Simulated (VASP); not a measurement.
# AlO2 (Pnma) in VASP: single point with PBE

Aim: the single point of AlO2 with PBE.

All numbers are computed with VASP 6.6.1; they aren't measurements. Logs are shortened: lines on timing, memory, paths and dates and some standing lists are left out, and cuts for length are marked.

**1. The cell of the first run**

The structure is orthorhombic, space group Pnma (No. 62). Conventional cell: a = 9.440 Å, b = 2.840 Å, c = 4.420 Å, α = 90.00°, β = 90.00°, γ = 90.00°. Within 2.4 Å of Al (site symmetry m) lie 6 O at 1.84 to 2.02 Å. O (site symmetry m) has 3 Al at 1.84 to 1.86 Å within 2.4 Å. Within 2.9 Å of O (site symmetry m) lie 3 Al at 1.98 to 2.02 Å and 10 O at 2.49 to 2.84 Å.

**2. Single point, PBE**

INCAR

```
SYSTEM = AlO2
PREC = Accurate
ENCUT = 520
EDIFF = 1E-7
ISMEAR = 0
SIGMA = 0.05
LREAL = Auto
LASPH = .TRUE.
NELM = 100
ALGO = Normal
ISIF = 2
LWAVE = .FALSE.
LCHARG = .FALSE.
GGA = PE
NBANDS = 150
```

KPOINTS

```
regular mesh
0
G
  1 2 2
  0 0 0
```

POSCAR

```
AlO2
1.0
    9.4400000000      0.0000000000      0.0000000000
    0.0000000000      5.6800000000      0.0000000000
    0.0000000000      0.0000000000      8.8400000000
Al O
16 32
Direct
    0.1460000000      0.1250000000      0.4760000000
    0.1460000000      0.1250000000      0.9760000000
    0.1460000000      0.6250000000      0.4760000000
    0.1460000000      0.6250000000      0.9760000000
    0.8540000000      0.3750000000      0.0240000000
    0.8540000000      0.3750000000      0.5240000000
    0.8540000000      0.8750000000      0.0240000000
    0.8540000000      0.8750000000      0.5240000000
    0.3540000000      0.3750000000      0.2260000000
    0.3540000000      0.3750000000      0.7260000000
    0.3540000000      0.8750000000      0.2260000000
    0.3540000000      0.8750000000      0.7260000000
    0.6460000000      0.1250000000      0.2740000000
    0.6460000000      0.1250000000      0.7740000000
    0.6460000000      0.6250000000      0.2740000000
    0.6460000000      0.6250000000      0.7740000000
    0.8010000000      0.1250000000      0.1435000000
    0.8010000000      0.1250000000      0.6435000000
    0.8010000000      0.6250000000      0.1435000000
    0.8010000000      0.6250000000      0.6435000000
    0.1990000000      0.3750000000      0.3565000000
    0.1990000000      0.3750000000      0.8565000000
    0.1990000000      0.8750000000      0.3565000000
    0.1990000000      0.8750000000      0.8565000000
    0.6990000000      0.3750000000      0.3935000000
    0.6990000000      0.3750000000      0.8935000000
    0.6990000000      0.8750000000      0.3935000000
    0.6990000000      0.8750000000      0.8935000000
    0.3010000000      0.1250000000      0.1065000000
    0.3010000000      0.1250000000      0.6065000000
    0.3010000000      0.6250000000      0.1065000000
    0.3010000000      0.6250000000      0.6065000000
    0.9440000000      0.1250000000      0.4010000000
    0.9440000000      0.1250000000      0.9010000000
    0.9440000000      0.6250000000      0.4010000000
    0.9440000000      0.6250000000      0.9010000000
    0.0560000000      0.3750000000      0.0990000000
    0.0560000000      0.3750000000      0.5990000000
    0.0560000000      0.8750000000      0.0990000000
    0.0560000000      0.8750000000      0.5990000000
    0.5560000000      0.3750000000      0.1510000000
    0.5560000000      0.3750000000      0.6510000000
    0.5560000000      0.8750000000      0.1510000000
    0.5560000000      0.8750000000      0.6510000000
    0.4440000000      0.1250000000      0.3490000000
    0.4440000000      0.1250000000      0.8490000000
    0.4440000000      0.6250000000      0.3490000000
    0.4440000000      0.6250000000      0.8490000000
```

Potentials or basis: VASP PAW PBE potentials, release 64 (Al, O).

Started as:

```sh
$ cat potpaw_PBE.64/Al/POTCAR potpaw_PBE.64/O/POTCAR > POTCAR
$ mpirun -np 1 vasp_std > vasp.out
```

OUTCAR:

```text
SYSTEM = AlO2
   PREC = Accurate
   ENCUT = 520
   EDIFF = 1E-7
   ISMEAR = 0
   LREAL = Auto
   LASPH = .TRUE.
   NELM = 100
   ISIF = 2
   GGA = PE

 ion  position               nearest neighbor table
   1  0.146  0.125  0.476-  21 1.84  23 1.84  30 1.86  38 1.98  40 1.98  33 2.02   3 2.84   3 2.84
                             8 3.13   6 3.13  12 3.28   9 3.28  10 3.28  11 3.28
   2  0.146  0.125  0.976-  22 1.84  24 1.84  29 1.86  37 1.98  39 1.98  34 2.02   4 2.84   4 2.84
                             7 3.13   5 3.13  12 3.28   9 3.28  10 3.28  11 3.28
   3  0.146  0.625  0.476-  21 1.84  23 1.84  32 1.86  38 1.98  40 1.98  35 2.02   1 2.84   1 2.84
                             8 3.13   6 3.13  12 3.28   9 3.28  10 3.28  11 3.28
   4  0.146  0.625  0.976-  22 1.84  24 1.84  31 1.86  37 1.98  39 1.98  36 2.02   2 2.84   2 2.84
                             7 3.13   5 3.13  12 3.28   9 3.28  10 3.28  11 3.28
   5  0.854  0.375  0.024-  17 1.84  19 1.84  26 1.86  34 1.98  36 1.98  37 2.02   7 2.84   7 2.84
                             2 3.13   4 3.13  16 3.28  13 3.28  14 3.28  15 3.28
   6  0.854  0.375  0.524-  18 1.84  20 1.84  25 1.86  33 1.98  35 1.98  38 2.02   8 2.84   8 2.84
                             1 3.13   3 3.13  16 3.28  13 3.28  14 3.28  15 3.28
   7  0.854  0.875  0.024-  17 1.84  19 1.84  28 1.86  34 1.98  36 1.98  39 2.02   5 2.84   5 2.84
                             2 3.13   4 3.13  16 3.28  13 3.28  14 3.28  15 3.28
   8  0.854  0.875  0.524-  18 1.84  20 1.84  27 1.86  33 1.98  35 1.98  40 2.02   6 2.84   6 2.84
                             1 3.13   3 3.13  16 3.28  13 3.28  14 3.28  15 3.28
   9  0.354  0.375  0.226-  29 1.84  31 1.84  21 1.86  45 1.98  47 1.98  41 2.02  11 2.84  11 2.84
[... 55 lines left out ...]
 A1 = (   0.0000000000,   5.6800000000,   0.0000000000)
 A2 = (   0.0000000000,   0.0000000000,   8.8400000000)
 A3 = (   9.4400000000,   0.0000000000,   0.0000000000)

Analysis of symmetry for initial positions (statically):
=====================================================================
 Subroutine PRICEL returns following result:

  LATTYP: Found a simple orthorhombic cell.
 ALAT       =     2.8400000000
 B/A-ratio  =     1.5563380282
 C/A-ratio  =     3.3239436620

  Lattice vectors:

 A1 = (   0.0000000000,   2.8400000000,   0.0000000000)
 A2 = (   0.0000000000,   0.0000000000,   4.4200000000)
 A3 = (   9.4400000000,   0.0000000000,   0.0000000000)

   4 primitive cells build up your supercell.

 Routine SETGRP: Setting up the symmetry group for a
 simple orthorhombic supercell.

 Subroutine GETGRP returns: Found  8 space group operations
 (whereof  2 operations were pure point group operations)
 out of a pool of  8 trial point group operations.

The static configuration has the point symmetry S_2 .
 The point group associated with its full space group is D_2h.

Analysis of symmetry for dynamics (positions and initial velocities):
=====================================================================
 Subroutine PRICEL returns following result:

  LATTYP: Found a simple orthorhombic cell.
 ALAT       =     2.8400000000
 B/A-ratio  =     1.5563380282
 C/A-ratio  =     3.3239436620

  Lattice vectors:

 A1 = (   0.0000000000,   2.8400000000,   0.0000000000)
 A2 = (   0.0000000000,   0.0000000000,   4.4200000000)
 A3 = (   9.4400000000,   0.0000000000,   0.0000000000)

   4 primitive cells build up your supercell.

 Routine SETGRP: Setting up the symmetry group for a
 simple orthorhombic supercell.

 Subroutine GETGRP returns: Found  8 space group operations
 (whereof  2 operations were pure point group operations)
 out of a pool of  8 trial point group operations.

The dynamic configuration has the point symmetry S_2 .
 The point group associated with its full space group is D_2h.

 Subroutine INISYM returns: Found  8 space group operations
 (whereof  2 operations are pure point group operations),
 and found     4 'primitive' translations

----------------------------------------------------------------------------------------

                                     Primitive cell

  volume of cell :     118.4984

  direct lattice vectors                    reciprocal lattice vectors
     0.000000000  2.840000000  0.000000000     0.000000000  0.352112676  0.000000000
     0.000000000  0.000000000  4.420000000     0.000000000  0.000000000  0.226244344
     9.440000000  0.000000000  0.000000000     0.105932203  0.000000000  0.000000000

[... 25 lines left out ...]
                 7          25
                 8          30
                 9          33
                10          38
                11          42
                12          45

----------------------------------------------------------------------------------------

 KPOINTS: regular mesh

Automatic generation of k-mesh.
 Grid dimensions read from file:
 generate k-points for:    1    2    2

 Generating k-lattice:

  Cartesian coordinates                     Fractional coordinates (reciprocal lattice)
     0.105932203  0.000000000  0.000000000     1.000000000  0.000000000  0.000000000
     0.000000000  0.088028169  0.000000000     0.000000000  0.500000000  0.000000000
     0.000000000  0.000000000  0.056561086     0.000000000  0.000000000  0.500000000

  Length of vectors
     0.105932203  0.088028169  0.056561086

  Shift w.r.t. Gamma in fractional coordinates (k-lattice)
     0.000000000  0.000000000  0.000000000

 Subroutine IBZKPT returns following result:
 ===========================================

 Found      4 irreducible k-points:

 Following reciprocal coordinates:
            Coordinates               Weight
  0.000000  0.000000  0.000000      1.000000
  0.000000  0.500000  0.000000      1.000000
  0.000000  0.000000  0.500000      1.000000
  0.000000  0.500000  0.500000      1.000000
   k-points           NKPTS =      4   k-points in BZ     NKDIM =      4   number of bands    NBANDS=    150
   number of dos      NEDOS =    301   number of ions     NIONS =     48
   total plane-waves  NPLWV = 205800
   dimension x,y,z NGX =    70 NGY =   42 NGZ =   70
   dimension x,y,z NGXF=   140 NGYF=   84 NGZF=  140
   ions per type =              16  32
   NGX,Y,Z   is equivalent  to a cutoff of  12.33, 12.29, 13.16 a.u.
   NGXF,Y,Z  is equivalent  to a cutoff of  24.66, 24.59, 26.33 a.u.
 SYSTEM =  AlO2
   PREC   = accura    normal or accurate (medium, high low for compatibility)
   ISTART =      0    job   : 0-new  1-cont  2-samecut
   ICHARG =      2    charge: 1-file 2-atom 10-const
   ISPIN  =      1    spin polarized calculation?
   LNONCOLLINEAR =      F non collinear calculations
   LSORBIT =      F    spin-orbit coupling
   LASPH  =      T    aspherical Exc in radial PAW
   ENCUT  =  520.0 eV  38.22 Ry    6.18 a.u.  17.55 10.56 16.44*2*pi/ulx,y,z
   NELM   =    100;   NELMIN=  2; NELMDL= -5     # of ELM steps
   EDIFF  = 0.1E-06   stopping-criterion for ELM
   LREAL  =      T    real-space projection
   EDIFFG = 0.1E-05   stopping-criterion for IOM
   NSW    =      0    number of steps for IOM
   IBRION =     -1    ionic relax: 0-MD 1-quasi-New 2-CG
   NFREE  =      0    steps in history (QN), initial steepest desc. (CG)
   ISIF   =      2    stress and relaxation
   ISYM   =      2    0-nonsym 1-usesym 2-fastsym
   POTIM  = 0.5000    time-step for ionic-motion
   TEBEG  =    0.0;   TEEND  =   0.0 temperature during run
   PSTRESS=    0.0 pullay stress
   NELECT =     240.0000    total number of electrons
   NUPDOWN=      -1.0000    fix difference up-down
   EMIN   =  10.00;   EMAX   =-10.00  energy-range for DOS
   EFERMI =   0.00;   METHOD = LEGACY
   ISMEAR =     0;   SIGMA  =   0.05  broadening in eV -4-tet -1-fermi 0-gaus
   EFERMI_NEDOS =   21; number of points for ismear=-14 and -15
   IALGO  =     38    algorithm
   IMIX   =      4    mixing-type and parameters
     AMIX     =   0.40;   BMIX     =  1.00
     AMIX_MAG =   1.60;   BMIX_MAG =  1.00
  volume/ion in A,a.u.               =       9.87        66.64
  Fermi-wavevector in a.u.,A,eV,Ry     =   1.304831  2.465774 23.165073  1.702585
  Thomas-Fermi vector in A             =   2.435741
   LORBIT       =      0    0 simple, 1 ext, 2 COOP (PROOUT), +10 PAW based schemes
   GGA     = PE    functional components
   LHFCALC =     F    Hartree Fock is set to
   AEXX    =    0.0000 exact exchange contribution
   IVDW    =     0    specifies the selected vdW correction
   LEPSILON=     F    determine dielectric tensor
   LRPA    =     F    only Hartree local field effects (RPA)
 non-spin polarized calculation
 Gauss-broadening in eV      SIGMA  =   0.05
  energy-cutoff  :      520.00
  volume of cell :      473.99
 maximum number of plane-waves:     12804
 NGX is ok and might be reduce to    70
   NGX = 35   NGY = 21   NGZ = 33

 number of electron     240.0000068 magnetization

 Free energy of the ion-electron system (eV)
  ---------------------------------------------------
  ext. energy  EPLUGINS =         0.00000000
  ---------------------------------------------------
  free energy    TOTEN  =      -317.58017618 eV

  energy without entropy =     -317.50942944  energy(sigma->0) =     -317.54480281

 E-fermi :   3.2912     XC(G=0): -10.7435

 val. band max:        3.2849588544   @ k =   0.0000   0.0000   0.0000
 cond. band min:       3.2933120641   @ k =   0.0000   0.0000   0.0000
 fundamental gap:      0.0083532097
 Fermi energy:         3.2911713709

 k-point     1 :       0.0000    0.0000    0.0000
  band No.  band energies     occupation
      1     -15.4021      2.00000
      2     -14.7483      2.00000
      3     -14.7483      2.00000
      4     -14.7424      2.00000
      5     -14.5081      2.00000
      6     -14.0615      2.00000
[... 529 lines left out ...]
    131      12.6570      0.00000
    132      12.6570      0.00000
 [bands above 132 left out]

------------------------ aborting loop because EDIFF is reached ----------------------------------------

  FORCE on cell =-STRESS in cart. coord.  units (eV):
  Direction    XX          YY          ZZ          XY          YZ          ZX
  --------------------------------------------------------------------------------------
  -------------------------------------------------------------------------------------
  Total       -6.5566454     13.8198057    -23.0011372      0.0000000      0.0000000      0.0000000
  in kB      -22.1625478     46.7132328    -77.7476545      0.0000000      0.0000000      0.0000000
  external PRESSURE =     -17.7323232 kB  Pullay stress =       0.0000000 kB

 VOLUME and BASIS-vectors are now :
 -----------------------------------------------------------------------------
  energy-cutoff  :      520.00
  volume of cell :      473.99
      direct lattice vectors                 reciprocal lattice vectors
     9.440000000  0.000000000  0.000000000     0.105932203  0.000000000  0.000000000
     0.000000000  5.680000000  0.000000000     0.000000000  0.176056338  0.000000000
     0.000000000  0.000000000  8.840000000     0.000000000  0.000000000  0.113122172

 POSITION                                       TOTAL-FORCE (eV/Angst)
 -----------------------------------------------------------------------------------
      1.37824      0.71000      4.20784        -0.786779     -0.000000      0.448779
      1.37824      0.71000      8.62784        -0.786779     -0.000000      0.448779
      1.37824      3.55000      4.20784        -0.786779      0.000000      0.448779
      1.37824      3.55000      8.62784        -0.786779      0.000000      0.448779
      8.06176      2.13000      0.21216         0.786779      0.000000     -0.448779
      8.06176      2.13000      4.63216         0.786779      0.000000     -0.448779
[... 40 lines left out ...]
      4.19136      3.55000      3.08516         0.341770      0.000000     -1.182739
      4.19136      3.55000      7.50516         0.341770     -0.000000     -1.182739
 -----------------------------------------------------------------------------------
    total drift:                                0.000000      0.000000     -0.000000

  FREE ENERGIE OF THE ION-ELECTRON SYSTEM (eV)
  ---------------------------------------------------
  free  energy   TOTEN  =      -317.5801761822 eV

  energy  without entropy=     -317.5094294433  energy(sigma->0) =     -317.54480281
```

It took 10 min on 1 thread of Intel Xeon Platinum 8375C at 2.90GHz (Ice Lake), shared host; peak memory 0.54 GiB.

What came out:

```
Free energy            : -317.5802 eV
Pressure               : -1.8 GPa
Largest force          : 1.231 eV/Å
Band gap on the k mesh : zero (bands 120 and 121 overlap by 0.01 eV)
```

Forces on the atoms (eV/Å):
```
Al  -0.787  0.000  0.449
Al  -0.787  0.000  0.449
Al  -0.787  0.000  0.449
Al  -0.787  0.000  0.449
Al   0.787  0.000 -0.449
Al   0.787  0.000 -0.449
Al   0.787  0.000 -0.449
Al   0.787  0.000 -0.449
Al   0.787  0.000  0.449
Al   0.787  0.000  0.449
Al   0.787  0.000  0.449
Al   0.787  0.000  0.449
Al  -0.787  0.000 -0.449
Al  -0.787  0.000 -0.449
Al  -0.787  0.000 -0.449
Al  -0.787  0.000 -0.449
O   -0.446  0.000  0.561
O   -0.446  0.000  0.561
O   -0.446  0.000  0.561
O   -0.446  0.000  0.561
O    0.446  0.000 -0.561
O    0.446  0.000 -0.561
O    0.446  0.000 -0.561
O    0.446  0.000 -0.561
O    0.446  0.000  0.561
O    0.446  0.000  0.561
O    0.446  0.000  0.561
O    0.446  0.000  0.561
O   -0.446  0.000 -0.561
O   -0.446  0.000 -0.561
O   -0.446  0.000 -0.561
O   -0.446  0.000 -0.561
O    0.342  0.000  1.183
O    0.342  0.000  1.183
O    0.342  0.000  1.183
O    0.342  0.000  1.183
O   -0.342  0.000 -1.183
O   -0.342  0.000 -1.183
O   -0.342  0.000 -1.183
O   -0.342  0.000 -1.183
O   -0.342  0.000  1.183
O   -0.342  0.000  1.183
O   -0.342  0.000  1.183
O   -0.342  0.000  1.183
O    0.342  0.000 -1.183
O    0.342  0.000 -1.183
O    0.342  0.000 -1.183
O    0.342  0.000 -1.183
```

Stress tensor (GPa, compression positive):
```
-2.22  0.00  0.00
 0.00  4.67  0.00
 0.00  0.00 -7.77
```

Caveat: the k points lie up to 0.67 Å⁻¹ apart; forces of over 1 eV/Å act on the atoms, so gaps and moduli don't describe the material at rest.
